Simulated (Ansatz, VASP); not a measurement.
## Two plane-wave programs on WSe2

File INCAR:

```
SYSTEM = WSe2
PREC = Accurate
ENCUT = 520
EDIFF = 1E-6
ISMEAR = 0
SIGMA = 0.05
LREAL = .FALSE.
LASPH = .TRUE.
NELM = 60
ALGO = Normal
ISIF = 2
LWAVE = .FALSE.
LCHARG = .FALSE.
LDIPOL = .TRUE.
IDIPOL = 3
DIPOL = 0.5 0.5 0.389
GGA = PE
IVDW = 12
NBANDS = 35
```

Contents of KPOINTS:

```
Automatic mesh
0
G
  9 9 1
  0 0 0
```

Contents of POSCAR:

```
WSe2
1.0
    3.2854926884      0.0000000000      0.0000000000
   -1.6427463442      2.8453201321      0.0000000000
    0.0000000000      0.0000000000     24.2386466672
Se W
4 2
Direct
    0.3333333333      0.6666666667      0.1856539295
    0.3333333333      0.6666666667      0.3246601777
    0.3333333333      0.8333333333      0.4529676712
    0.3333333333      0.8333333333      0.5919739193
    0.6666666667      0.3333333333      0.2551570536
    0.6666666667      0.5000000000      0.5224707953
```

Input for Ansatz:

```yaml
crystal:
  lattice:
    - [3.2854926884, 0.0, 0.0]
    - [-1.6427463442, 2.8453201321, 0.0]
    - [0.0, 0.0, 24.2386466672]
  atoms:
    - { symbol: Se, position: [0.3333333333, 0.6666666667, 0.1856539295] }
    - { symbol: W, position: [0.6666666667, 0.3333333333, 0.2551570536] }
    - { symbol: Se, position: [0.3333333333, 0.6666666667, 0.3246601777] }
    - { symbol: Se, position: [0.3333333333, 0.8333333333, 0.4529676712] }
    - { symbol: W, position: [0.6666666667, 0.5, 0.5224707953] }
    - { symbol: Se, position: [0.3333333333, 0.8333333333, 0.5919739193] }
basis:
  ecutwfc: 420
kpoints:
  mp_grid: { grid: [9, 9, 1] }
hamiltonian:
  xc: pbe
  pseudopotentials: { kind: paw, azcp: { folder: soft_1 } }
  dispersion: d3bj
scf:
  occupations: { method: gaussian, width: 0.05 }
output:
  forces: true
  eigenvalues: true
efield:
  axis: 3
  dipole_correction: true
  ramp_width: 0.04
```

Alike in both runs: task single point; functional PBE; dispersion D3(BJ); k mesh 9 × 9 × 1; occupations gaussian, width 0.05 eV; no spin polarisation.

|  | VASP | Ansatz |
| --- | --- | --- |
| version | VASP 6.6.1 | Ansatz 0.2.0 |
| potentials or method | VASP PAW PBE potentials, release 64 (Se, W_sv), cutoff 520 eV | scalar-relativistic, plane waves, PAW |
| valence electrons in the cell | 52 | 92 |

```csv
,VASP,Ansatz,Ansatz less VASP
gap on the k mesh at the Fermi level (eV),1.27,1.27,+0.004
least direct gap on the mesh (eV),1.62,1.62,+0.004
rms of the force components (eV/Å),0.136,0.150,+0.0138
```

VASP's potentials hold 52 valence electrons a cell and Ansatz's 92, so a difference there can come from the potentials and not from the codes.

Spin-orbit coupling is off throughout.
